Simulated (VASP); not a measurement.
A run of VASP 6.6.1 is set up as follows.

Contents of INCAR:

```
SYSTEM = CdI2
PREC     = Accurate       ! precision mode
ENCUT    = 500            ! plane-wave cutoff, eV
EDIFF    = 1E-7           ! SCF threshold, eV
ISMEAR   = 0              ! smearing method
SIGMA    = 0.05           ! smearing width, eV
LREAL    = .FALSE.        ! projectors in reciprocal space
LASPH    = .TRUE.         ! aspherical terms in the spheres
NELM     = 120            ! most SCF steps
ALGO     = Normal         ! electronic algorithm
ISIF     = 3              ! what is computed and relaxed
LWAVE    = .FALSE.        ! write WAVECAR
LCHARG   = .FALSE.        ! write CHGCAR
GGA      = PE             ! functional
IBRION   = 2              ! ionic algorithm
NSW      = 80             ! ionic steps
EDIFFG   = -0.01          ! ionic threshold
GGA_COMPAT= .FALSE.      
NELMIN   = 4
```

The input KPOINTS:

```
regular mesh
0
G
  10 10 6
  0 0 0
```

File POSCAR:

```
CdI2
1.0
    4.2580989834      0.0000000000      0.0000000000
   -2.1290494917      3.6876218914      0.0000000000
    0.0000000000      0.0000000000      6.8817875428
Cd I
1 2
Direct
    0.0000000000      0.0000000000      0.0000000000
    0.3333333333      0.6666666667      0.2492000000
    0.6666666667      0.3333333333      0.7508000000
```

Potentials or basis: VASP PAW PBE potentials, release 64 (Cd, I).

Command:

```console
$ cat potpaw_PBE.64/Cd/POTCAR potpaw_PBE.64/I/POTCAR > POTCAR
$ mpirun -np 1 vasp_std > vasp.out
```

Question: What does it give for the relaxed volume?

Answer: 40.68 Å³/atom.

Question: What does it give for the relaxed cell?

Answer: a = 4.339 Å, b = 4.339 Å, c = 7.485 Å, α = 90.00°, β = 90.00°, γ = 120.00°.

Question: Estimate the band gap on the k mesh.

Answer: 2.40 eV (least direct gap 2.50 eV).

Forces on the atoms (eV/Å):
```
Cd   0.000  0.000  0.000
I    0.000  0.000 -0.006
I    0.000  0.000  0.006
```

Caveat: spin-orbit coupling is left out, which moves the levels of the heavy elements; this functional lacks dispersion, which binds the layers, so the pressure and a relaxed spacing across them are unreliable. PBE usually gives volumes a little too large and moduli too small.
